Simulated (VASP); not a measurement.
# HfSi20H10 in VASP: further runs

The runs below take HfSi20H10 through single point, with PBE.

Program: VASP 6.6.1. These are calculated values, not measurements. Logs are shortened: lines on timing, memory, paths and dates and some standing lists are left out, and cuts for length are marked.

## (1) The cell of the first run

The cell holds a slab with vacuum, 31 atoms: a = 7.679 Å, b = 7.679 Å, c = 18.254 Å, α = 90.00°, β = 90.00°, γ = 90.00°.

## (2) Single point, PBE

The input, INCAR:

```
ALGO = Normal ; EDIFF = 1E-6
ENCUT = 520 ; GGA = PE
ISIF = 2 ; ISMEAR = 0
LASPH = T ; LCHARG = F
LREAL = Auto ; LWAVE = F
NBANDS = 71 ; NELM = 80
PREC = Accurate ; SIGMA = 0.05
```

The input, KPOINTS:

```
k-points
0
Gamma
  2 2 1
```

The input, POSCAR:

```
HfSi20H10
1.0
    7.6791800000      0.0000000000      0.0000000000
    0.0000000000      7.6791800000      0.0000000000
    0.0000000000      0.0000000000     18.2543620000
H Si Hf
10 20 1
Direct
    0.4093920184      0.0000000000      0.0547814270
    0.0906079816      0.0000000000      0.0547814270
    0.9093920184      0.0000000000      0.0547814270
    0.5906079816      0.0000000000      0.0547814270
    0.4093920184      0.5000000000      0.0547814270
    0.0906079816      0.5000000000      0.0547814270
    0.9093920184      0.5000000000      0.0547814270
    0.5906079816      0.5000000000      0.0547814270
    0.1875110363      0.4488998825      0.4656851332
    0.7532942319      0.4738573650      0.4670189514
    0.2500000000      0.0000000000      0.1021948069
    0.7500000000      0.0000000000      0.1021948069
    0.2500000000      0.5000000000      0.1021948069
    0.7500000000      0.5000000000      0.1021948069
    0.2447710563      0.2498796747      0.1732906907
    0.7413066239      0.2502367440      0.1726904506
    0.2476881646      0.7513250113      0.1795788316
    0.7493776679      0.7509434601      0.1781653065
   -0.0083581841      0.2498455564      0.2428599805
    0.4931469245      0.2512559935      0.2466676184
   -0.0038785391      0.7575202040      0.2561709360
    0.5005815725      0.7511838504      0.2549551718
   -0.0038561409      0.0224022617      0.3261612759
    0.5090224477      0.0096811118      0.3255914395
   -0.0097886754      0.4907849536      0.3215249593
    0.4999924471      0.4912575301      0.3271441094
    0.2612521129      0.0577101982      0.3968136493
    0.7436904722      0.0706019393      0.4042213034
    0.2374443625      0.4051157806      0.3833024129
    0.7509695046      0.3993245373      0.3896015100
    1.0169128735      0.2114031707      0.4578462945
```

Potentials or basis: VASP PAW PBE potentials, release 64 (H, Si, Hf_pv).

Launch:

```console
> cat potpaw_PBE.64/H/POTCAR potpaw_PBE.64/Si/POTCAR potpaw_PBE.64/Hf_pv/POTCAR > POTCAR
> mpirun -np 1 vasp_std > vasp.out
```

OUTCAR:

```text
EDIFF = 1E-6
   ENCUT = 520
   GGA = PE
   ISIF = 2
   ISMEAR = 0
   LASPH = T
   LREAL = Auto
   NELM = 80
   PREC = Accurate

 ion  position               nearest neighbor table
   1  0.409  0.000  0.055-  11 1.50
   2  0.091  0.000  0.055-  11 1.50
   3  0.909  0.000  0.055-  12 1.50
   4  0.591  0.000  0.055-  12 1.50
   5  0.409  0.500  0.055-  13 1.50
   6  0.091  0.500  0.055-  13 1.50
   7  0.909  0.500  0.055-  14 1.50
   8  0.591  0.500  0.055-  14 1.50
   9  0.188  0.449  0.466-  29 1.59  31 2.25
  10  0.753  0.474  0.467-  30 1.52
  11  0.250  0.000  0.102-   1 1.50   2 1.50  15 2.32  17 2.38
  12  0.750  0.000  0.102-   3 1.50   4 1.50  16 2.31  18 2.36
  13  0.250  0.500  0.102-   5 1.50   6 1.50  15 2.32  17 2.39
  14  0.750  0.500  0.102-   7 1.50   8 1.50  16 2.31  18 2.37
  15  0.245  0.250  0.173-  11 2.32  13 2.32  19 2.32  20 2.33
  16  0.741  0.250  0.173-  19 2.31  14 2.31  12 2.31  20 2.34
  17  0.248  0.751  0.180-  11 2.38  22 2.38  21 2.39  13 2.39
  18  0.749  0.751  0.178-  12 2.36  22 2.37  21 2.37  14 2.37
  19  0.992  0.250  0.243-  16 2.31  23 2.32  15 2.32  25 2.34
  20  0.493  0.251  0.247-  15 2.33  16 2.34  24 2.35  26 2.36
  21  0.996  0.758  0.256-  18 2.37  25 2.37  17 2.39  23 2.40
  22  0.501  0.751  0.255-  24 2.37  18 2.37  17 2.38  26 2.39
  23  0.996  0.022  0.326-  19 2.32  21 2.40  27 2.43  28 2.43  31 2.81
  24  0.509  0.010  0.326-  27 2.33  28 2.35  20 2.35  22 2.37
  25  0.990  0.491  0.322-  29 2.30  30 2.33  19 2.34  21 2.37  31 3.29
  26  0.500  0.491  0.327-  30 2.35  29 2.36  20 2.36  22 2.39
  27  0.261  0.058  0.397-  24 2.33  23 2.43  31 2.48  29 2.69
  28  0.744  0.071  0.404-  24 2.35  23 2.43  30 2.54  31 2.56
  29  0.237  0.405  0.383-   9 1.59  25 2.30  26 2.36  31 2.63  27 2.69
  30  0.751  0.399  0.390-  10 1.52  25 2.33  26 2.35  28 2.54  31 2.79
  31  0.017  0.211  0.458-   9 2.25  27 2.48  28 2.56  29 2.63  30 2.79  23 2.81  25 3.29

  LATTYP: Found a simple tetragonal cell.
 ALAT       =     7.6791800000
 C/A-ratio  =     2.3771238596

  Lattice vectors:

 A1 = (   7.6791800000,   0.0000000000,   0.0000000000)
 A2 = (   0.0000000000,   7.6791800000,   0.0000000000)
 A3 = (   0.0000000000,   0.0000000000,  18.2543620000)

Analysis of symmetry for initial positions (statically):
=====================================================================
 Subroutine PRICEL returns:
 Original cell was already a primitive cell.

 Routine SETGRP: Setting up the symmetry group for a
 simple tetragonal supercell.

 Subroutine GETGRP returns: Found  1 space group operations
 (whereof  1 operations were pure point group operations)
 out of a pool of 16 trial point group operations.

The static configuration has the point symmetry C_1 .

Analysis of symmetry for dynamics (positions and initial velocities):
=====================================================================
 Subroutine PRICEL returns:
 Original cell was already a primitive cell.

 Routine SETGRP: Setting up the symmetry group for a
 simple tetragonal supercell.

 Subroutine GETGRP returns: Found  1 space group operations
 (whereof  1 operations were pure point group operations)
 out of a pool of 16 trial point group operations.

The dynamic configuration has the point symmetry C_1 .

 Subroutine INISYM returns: Found  1 space group operations
 (whereof  1 operations are pure point group operations),
 and found     1 'primitive' translations

----------------------------------------------------------------------------------------

                                     Primitive cell

  volume of cell :    1076.4562

  direct lattice vectors                    reciprocal lattice vectors
     7.679180000  0.000000000  0.000000000     0.130222237  0.000000000  0.000000000
     0.000000000  7.679180000  0.000000000     0.000000000  0.130222237  0.000000000
     0.000000000  0.000000000 18.254362000     0.000000000  0.000000000  0.054781427

  length of vectors
     7.679180000  7.679180000 18.254362000     0.130222237  0.130222237  0.054781427

  position of ions in fractional coordinates (direct lattice)
     0.409392018  0.000000000  0.054781427
     0.090607982  0.000000000  0.054781427
     0.909392018  0.000000000  0.054781427
     0.590607982  0.000000000  0.054781427
     0.409392018  0.500000000  0.054781427
     0.090607982  0.500000000  0.054781427
[... 23 lines left out ...]
     0.750969505  0.399324537  0.389601510
     0.016912873  0.211403171  0.457846295

  ion indices of the primitive-cell ions
   primitive index   ion index
                 1           1
                 2           2
                 3           3
                 4           4
                 5           5
                 6           6
[... 23 lines left out ...]
                30          30
                31          31

----------------------------------------------------------------------------------------

 KPOINTS: k-points

Automatic generation of k-mesh.
 Grid dimensions read from file:
 generate k-points for:    2    2    1

 Generating k-lattice:

  Cartesian coordinates                     Fractional coordinates (reciprocal lattice)
     0.065111119  0.000000000  0.000000000     0.500000000  0.000000000  0.000000000
     0.000000000  0.065111119  0.000000000     0.000000000  0.500000000  0.000000000
     0.000000000  0.000000000  0.054781427     0.000000000  0.000000000  1.000000000

  Length of vectors
     0.065111119  0.065111119  0.054781427

  Shift w.r.t. Gamma in fractional coordinates (k-lattice)
     0.000000000  0.000000000  0.000000000

 Subroutine IBZKPT returns following result:
 ===========================================

 Found      4 irreducible k-points:

 Following reciprocal coordinates:
            Coordinates               Weight
  0.000000  0.000000  0.000000      1.000000
  0.500000  0.000000  0.000000      1.000000
  0.000000  0.500000  0.000000      1.000000
  0.500000  0.500000  0.000000      1.000000
   k-points           NKPTS =      4   k-points in BZ     NKDIM =      4   number of bands    NBANDS=     71
   number of dos      NEDOS =    301   number of ions     NIONS =     31
   total plane-waves  NPLWV = 504000
   dimension x,y,z NGX =    60 NGY =   60 NGZ =  140
   dimension x,y,z NGXF=   120 NGYF=  120 NGZF=  280
   ions per type =              10  20   1
   NGX,Y,Z   is equivalent  to a cutoff of  12.99, 12.99, 12.75 a.u.
   NGXF,Y,Z  is equivalent  to a cutoff of  25.98, 25.98, 25.50 a.u.
 SYSTEM =  unknown system
   PREC   = accura    normal or accurate (medium, high low for compatibility)
   ISTART =      0    job   : 0-new  1-cont  2-samecut
   ICHARG =      2    charge: 1-file 2-atom 10-const
   ISPIN  =      1    spin polarized calculation?
   LNONCOLLINEAR =      F non collinear calculations
   LSORBIT =      F    spin-orbit coupling
   LASPH  =      T    aspherical Exc in radial PAW
   ENCUT  =  520.0 eV  38.22 Ry    6.18 a.u.  14.28 14.28 33.94*2*pi/ulx,y,z
   NELM   =     80;   NELMIN=  2; NELMDL= -5     # of ELM steps
   EDIFF  = 0.1E-05   stopping-criterion for ELM
   LREAL  =      T    real-space projection
   EDIFFG = 0.1E-04   stopping-criterion for IOM
   NSW    =      0    number of steps for IOM
   IBRION =     -1    ionic relax: 0-MD 1-quasi-New 2-CG
   NFREE  =      0    steps in history (QN), initial steepest desc. (CG)
   ISIF   =      2    stress and relaxation
   ISYM   =      2    0-nonsym 1-usesym 2-fastsym
   POTIM  = 0.5000    time-step for ionic-motion
   TEBEG  =    0.0;   TEEND  =   0.0 temperature during run
   PSTRESS=    0.0 pullay stress
   NELECT =     100.0000    total number of electrons
   NUPDOWN=      -1.0000    fix difference up-down
   EMIN   =  10.00;   EMAX   =-10.00  energy-range for DOS
   EFERMI =   0.00;   METHOD = LEGACY
   ISMEAR =     0;   SIGMA  =   0.05  broadening in eV -4-tet -1-fermi 0-gaus
   EFERMI_NEDOS =   21; number of points for ismear=-14 and -15
   IALGO  =     38    algorithm
   IMIX   =      4    mixing-type and parameters
     AMIX     =   0.40;   BMIX     =  1.00
     AMIX_MAG =   1.60;   BMIX_MAG =  1.00
  volume/ion in A,a.u.               =      34.72       234.33
  Fermi-wavevector in a.u.,A,eV,Ry     =   0.741440  1.401119  7.479576  0.549733
  Thomas-Fermi vector in A             =   1.836081
   LORBIT       =      0    0 simple, 1 ext, 2 COOP (PROOUT), +10 PAW based schemes
   GGA     = PE    functional components
   LHFCALC =     F    Hartree Fock is set to
   AEXX    =    0.0000 exact exchange contribution
   IVDW    =     0    specifies the selected vdW correction
   LEPSILON=     F    determine dielectric tensor
   LRPA    =     F    only Hartree local field effects (RPA)
 non-spin polarized calculation
 Gauss-broadening in eV      SIGMA  =   0.05
  energy-cutoff  :      520.00
  volume of cell :     1076.46
 maximum number of plane-waves:     29043
 NGX is ok and might be reduce to    60
   NGX = 29   NGY = 29   NGZ = 67

 number of electron     100.0000004 magnetization

 Free energy of the ion-electron system (eV)
  ---------------------------------------------------
  ext. energy  EPLUGINS =         0.00000000
  ---------------------------------------------------
  free energy    TOTEN  =      -144.67561876 eV

  energy without entropy =     -144.66258204  energy(sigma->0) =     -144.66910040

 E-fermi :   0.5909     XC(G=0):  -4.8967

 val. band max:        0.5587016723   @ k =   0.5000   0.5000   0.0000
 cond. band min:       0.6269741101   @ k =   0.5000   0.5000   0.0000
 fundamental gap:      0.0682724379
 Fermi energy:         0.5908897783

 k-point     1 :       0.0000    0.0000    0.0000
  band No.  band energies     occupation
      1     -31.5235      2.00000
      2     -31.3791      2.00000
      3     -31.3110      2.00000
      4     -11.8514      2.00000
      5     -10.8020      2.00000
      6     -10.0631      2.00000
[... 54 lines left out ...]
     61       2.0563      0.00000
     62       2.1529      0.00000

 k-point     2 :       0.5000    0.0000    0.0000
  band No.  band energies     occupation
      1     -31.5235      2.00000
      2     -31.3791      2.00000
      3     -31.3110      2.00000
      4     -11.3337      2.00000
      5     -11.3073      2.00000
      6     -10.3775      2.00000
[... 54 lines left out ...]
     61       2.3105      0.00000
     62       2.3523      0.00000

 k-point     3 :       0.0000    0.5000    0.0000
  band No.  band energies     occupation
      1     -31.5235      2.00000
      2     -31.3791      2.00000
      3     -31.3110      2.00000
      4     -11.5640      2.00000
      5     -11.0405      2.00000
      6     -10.5140      2.00000
[... 54 lines left out ...]
     61       2.1031      0.00000
     62       2.2455      0.00000

 k-point     4 :       0.5000    0.5000    0.0000
  band No.  band energies     occupation
      1     -31.5235      2.00000
      2     -31.3791      2.00000
      3     -31.3110      2.00000
      4     -11.0472      2.00000
      5     -10.9948      2.00000
      6     -10.5779      2.00000
[... 54 lines left out ...]
     61       2.7729      0.00000
     62       2.8411      0.00000
 [bands above 62 left out]

------------------------ aborting loop because EDIFF is reached ----------------------------------------

  FORCE on cell =-STRESS in cart. coord.  units (eV):
  Direction    XX          YY          ZZ          XY          YZ          ZX
  --------------------------------------------------------------------------------------
  -------------------------------------------------------------------------------------
  Total       20.4356206      1.2024084      1.8751264     -0.1648658     -1.6161924      0.9694392
  in kB       30.4159972      1.7896423      2.7909032     -0.2453832     -2.4055106      1.4428953
  external PRESSURE =      11.6655143 kB  Pullay stress =       0.0000000 kB

 VOLUME and BASIS-vectors are now :
 -----------------------------------------------------------------------------
  energy-cutoff  :      520.00
  volume of cell :     1076.46
      direct lattice vectors                 reciprocal lattice vectors
     7.679180000  0.000000000  0.000000000     0.130222237  0.000000000  0.000000000
     0.000000000  7.679180000  0.000000000     0.000000000  0.130222237  0.000000000
     0.000000000  0.000000000 18.254362000     0.000000000  0.000000000  0.054781427

 POSITION                                       TOTAL-FORCE (eV/Angst)
 -----------------------------------------------------------------------------------
      3.14379      0.00000      1.00000        -0.583895     -0.045471     -0.016874
      0.69580      0.00000      1.00000         0.624155     -0.096082     -0.015726
      6.98338      0.00000      1.00000        -0.603219     -0.037835      0.027824
      4.53539      0.00000      1.00000         0.617035     -0.085579     -0.091142
      3.14379      3.83959      1.00000        -0.580789      0.090752     -0.004871
      0.69580      3.83959      1.00000         0.631365      0.093848     -0.004501
[... 23 lines left out ...]
      5.76683      3.06649      7.11193         0.079350     -0.049352     -0.041994
      0.12988      1.62340      8.35769        -0.131703     -0.073121      0.351536
 -----------------------------------------------------------------------------------
    total drift:                               -0.002074     -0.002988      0.008494

  FREE ENERGIE OF THE ION-ELECTRON SYSTEM (eV)
  ---------------------------------------------------
  free  energy   TOTEN  =      -144.6756187607 eV

  energy  without entropy=     -144.6625820440  energy(sigma->0) =     -144.66910040
```

Wall time 13 min (1 thread of Intel Xeon Platinum 8259CL at 2.50GHz (Skylake/Cascade Lake), shared host); peak memory 1.1 GiB.

Results:

```
Free energy            : -144.6756 eV
Largest force          : 0.638 eV/Å
Band gap on the k mesh : zero (bands 50 and 51 overlap by 0.13 eV)
```

Forces in eV/Å, atoms in the order of the input:
```
H   -0.584 -0.045 -0.017
H    0.624 -0.096 -0.016
H   -0.603 -0.038  0.028
H    0.617 -0.086 -0.091
H   -0.581  0.091 -0.005
H    0.631  0.094 -0.005
H   -0.621  0.035  0.016
H    0.609  0.133 -0.070
H    0.147 -0.096 -0.005
H    0.128 -0.018  0.039
Si   0.026 -0.247  0.002
Si  -0.250 -0.216 -0.122
Si  -0.001  0.303  0.082
Si  -0.119  0.279 -0.080
Si   0.032  0.000 -0.003
Si   0.040 -0.008 -0.009
Si   0.018  0.011 -0.015
Si  -0.020  0.006  0.007
Si   0.036  0.085  0.002
Si   0.048 -0.023  0.000
Si   0.013  0.112 -0.022
Si   0.000 -0.084  0.019
Si   0.029  0.104 -0.028
Si  -0.020 -0.041 -0.021
Si   0.019  0.015  0.042
Si  -0.074 -0.111  0.080
Si   0.006  0.088 -0.049
Si  -0.055  0.013 -0.115
Si  -0.044 -0.137  0.047
Si   0.079 -0.049 -0.042
Hf  -0.132 -0.073  0.352
```

Caveat: the k points lie up to 0.41 Å⁻¹ apart; spin-orbit coupling is left out, which moves the levels of the heavy elements.

## (3) Single point, PBE

The input, INCAR:

```
PREC     = Accurate       # precision mode
ENCUT    = 520            # plane-wave cutoff, eV
EDIFF    = 1E-7           # SCF threshold, eV
ISMEAR   = 0              # smearing method
SIGMA    = 0.05           # smearing width, eV
LREAL    = Auto         
LASPH    = T              # aspherical terms in the spheres
NELM     = 100            # most SCF steps
ALGO     = Normal         # electronic algorithm
ISIF     = 2              # what is computed and relaxed
LWAVE    = F              # write WAVECAR
LCHARG   = F              # write CHGCAR
GGA      = PE             # functional
NBANDS   = 71             # bands
```

The input, KPOINTS:

```
regular mesh
0
Gamma
  2 2 1
```

The input, POSCAR:

```
HfSi20H10
1.0
    7.6791800000      0.0000000000      0.0000000000
    0.0000000000      7.6791800000      0.0000000000
    0.0000000000      0.0000000000     18.2543620000
H Si Hf
10 20 1
Direct
    0.4093920184      0.0000000000      0.0547814270
    0.0906079816      0.0000000000      0.0547814270
    0.9093920184      0.0000000000      0.0547814270
    0.5906079816      0.0000000000      0.0547814270
    0.4093920184      0.5000000000      0.0547814270
    0.0906079816      0.5000000000      0.0547814270
    0.9093920184      0.5000000000      0.0547814270
    0.5906079816      0.5000000000      0.0547814270
    0.1774367836      0.4636920869      0.4650668700
    0.7253904714      0.4881452186      0.4647304025
    0.2500000000      0.0000000000      0.1021948069
    0.7500000000      0.0000000000      0.1021948069
    0.2500000000      0.5000000000      0.1021948069
    0.7500000000      0.5000000000      0.1021948069
    0.2422071107      0.2496790022      0.1734763998
    0.7383587831      0.2510271930      0.1728207209
    0.2460924213      0.7497515360      0.1803909663
    0.7505927716      0.7495882373      0.1773404625
   -0.0114156720      0.2386632427      0.2426913085
    0.4895143752      0.2516023846      0.2467466132
   -0.0064857185      0.7456522702      0.2587626453
    0.5027970434      0.7603241492      0.2528808731
   -0.0035662662      0.0110588631      0.3268403464
    0.5106889017      0.0134600309      0.3269199986
   -0.0111837462      0.4726021528      0.3237928556
    0.5068693532      0.5029225777      0.3218535931
    0.2580756018      0.0333885910      0.3974790245
    0.7436172873      0.0700417232      0.4086163625
    0.2563797176      0.4281403744      0.3820679682
    0.7346813071      0.3994671306      0.3907394298
    1.0331795843      0.2394233499      0.4406919289
```

Potentials or basis: VASP PAW PBE potentials, release 64 (H, Si, Hf_pv).

Launch:

```console
> cat potpaw_PBE.64/H/POTCAR potpaw_PBE.64/Si/POTCAR potpaw_PBE.64/Hf_pv/POTCAR > POTCAR
> mpirun -np 1 vasp_std > vasp.out
```

Run time: 13 min. Hardware: 1 thread of Intel Xeon Platinum 8259CL at 2.50GHz (Skylake/Cascade Lake), shared host; peak memory 1.1 GiB.

It converged, with:

```yaml
Free_energy: -144.5079 eV
Largest_force: 0.649 eV/Å
Band_gap_on_the_k_mesh: zero (bands 50 and 51 overlap by 0.06 eV)
```

Forces in eV/Å, atoms in the order of the input:
```
H   -0.568 -0.092  0.017
H    0.634 -0.089 -0.029
H   -0.611  0.026  0.018
H    0.618 -0.136 -0.089
H   -0.571  0.074  0.021
H    0.638  0.113 -0.011
H   -0.628  0.015  0.012
H    0.617  0.102 -0.085
H    0.384  0.093 -0.146
H    0.135 -0.013  0.024
Si  -0.116 -0.328  0.087
Si  -0.184 -0.200 -0.117
Si  -0.060  0.285  0.120
Si  -0.137  0.267 -0.183
Si  -0.003  0.005 -0.038
Si   0.043 -0.085 -0.025
Si  -0.058  0.068 -0.006
Si   0.041  0.040  0.007
Si   0.025  0.014 -0.001
Si   0.063  0.016  0.068
Si  -0.015 -0.024 -0.018
Si   0.065  0.038 -0.012
Si  -0.016  0.109 -0.101
Si   0.005  0.016 -0.042
Si  -0.103  0.357 -0.188
Si  -0.042 -0.136 -0.169
Si   0.163 -0.376  0.088
Si  -0.035  0.106 -0.039
Si  -0.022 -0.061  0.230
Si   0.158 -0.146  0.114
Hf  -0.421 -0.056  0.491
```

Levels at points of the mesh, in eV from the Fermi level:
```tsv
k point	band 48	band 49	band 50	band 51	band 52	band 53
(0.00, 0.00, 0.00)	-1.60	-1.45	-0.45	0.13	0.21	0.47
(0.50, 0.00, 0.00)	-1.59	-1.42	0.03	0.11	0.38	0.63
(0.00, 0.50, 0.00)	-1.40	-1.30	-0.18	-0.03	0.40	0.53
(0.50, 0.50, 0.00)	-1.59	-1.27	-0.31	0.20	0.36	0.66
```

Caveat: the k points lie up to 0.41 Å⁻¹ apart; spin-orbit coupling is left out, which moves the levels of the heavy elements.
